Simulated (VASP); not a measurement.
Input of a VASP 6.6.1 run:

Contents of INCAR:

```
ALGO     = Normal         # electronic algorithm
EDIFF    = 1E-7           # SCF threshold, eV
ENCUT    = 520            # plane-wave cutoff, eV
GGA      = PS             # functional
ISIF     = 2              # what is computed and relaxed
ISMEAR   = 1              # smearing method
LASPH    = True           # aspherical terms in the spheres
LCHARG   = True           # write CHGCAR
LELF     = True           # ELF
LREAL    = False          # projectors in reciprocal space
LVHAR    = True         
LWAVE    = False          # write WAVECAR
NBANDS   = 17             # bands
NELM     = 100            # most SCF steps
PREC     = Accurate       # precision mode
SIGMA    = 0.1            # smearing width, eV
```

File KPOINTS:

```
k-points
0
Gamma
  6 6 6
```

Contents of POSCAR:

```
SnSe
1.0
    0.0000000000      2.9693193375      2.9693193375
    2.9693193375      0.0000000000      2.9693193375
    2.9693193375      2.9693193375      0.0000000000
Sn Se
1 1
Direct
    0.0000000000      0.0000000000      0.0000000000
    0.5000000000      0.5000000000      0.5000000000
```

Potentials or basis: VASP PAW PBE potentials, release 64 (Sn_d, Se).

Command:

```console
$ cat potpaw_PBE.64/Sn_d/POTCAR potpaw_PBE.64/Se/POTCAR > POTCAR
$ mpirun -np 1 vasp_std > vasp.out
```

Problem. Predict the band gap on the k mesh.

Solution. 0.83 eV, direct.

Problem. Estimate the pressure.

Solution. -0.2 GPa.

Caveat: the PAW data sets were made with another functional, which shifts forces and pressure a little; spin-orbit coupling is left out, which moves the levels of the heavy elements. A k mesh can miss the band edges.
